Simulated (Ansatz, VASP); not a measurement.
Sc in VASP and in Ansatz

INCAR

```
SYSTEM = Sc
PREC     = Accurate       ! precision mode
ENCUT    = 500            ! plane-wave cutoff, eV
EDIFF    = 1E-6           ! SCF threshold, eV
ISMEAR   = -1             ! smearing method
SIGMA    = 0.13605693122994 ! smearing width, eV
LREAL    = .False.        ! projectors in reciprocal space
LASPH    = .True.         ! aspherical terms in the spheres
NELM     = 120            ! most SCF steps
ALGO     = Normal         ! electronic algorithm
ISIF     = 2              ! what is computed and relaxed
LWAVE    = .False.        ! write WAVECAR
LCHARG   = .False.        ! write CHGCAR
GGA      = PE             ! functional
NBANDS   = 12             ! bands
GGA_COMPAT= .False.
```

File KPOINTS:

```
regular mesh
0
Gamma
  8 8 8
  0 0 0
```

File POSCAR:

```
Sc
1.0
    0.0000000000      2.3268462047      2.3268462047
    2.3268462047      0.0000000000      2.3268462047
    2.3268462047      2.3268462047      0.0000000000
Sc
1
Direct
    0.0000000000      0.0000000000      0.0000000000
```

Input for Ansatz:

```yaml
crystal:
  lattice:
    - [0.0, 2.3268462047, 2.3268462047]
    - [2.3268462047, 0.0, 2.3268462047]
    - [2.3268462047, 2.3268462047, 0.0]
  atoms:
    - { symbol: Sc, position: [0.0, 0.0, 0.0] }
basis:
  ecutwfc: 420
kpoints:
  mp_grid: { grid: [8, 8, 8] }
hamiltonian:
  xc: pbe
scf:
  occupations: { method: fermi_dirac, width: "0.01 Ry" }
output:
  forces: true
  stress: true
  eigenvalues: true
```

Alike in both runs: task single point; functional PBE; k mesh 8 × 8 × 8; no spin polarisation.

```csv
,VASP,Ansatz
version,VASP 6.6.1,Ansatz 0.2.0
potentials or method,"VASP PAW PBE potentials, release 64 (Sc_sv), cutoff 500 eV","scalar-relativistic, plane waves, PAW"
occupations,"fermi-dirac, width 0.136057 eV",fermi-dirac
valence electrons in the cell,11,11
```

Ansatz gave:

```
gap on the k mesh at the Fermi level (eV) : none
pressure (GPa)                            : -0.7
```

Problem. Which values does VASP return?

Solution. gap on the k mesh at the Fermi level (eV): none; pressure (GPa): -0.6.

A gap of «none» marks a metal or a gap that the smearing closes.
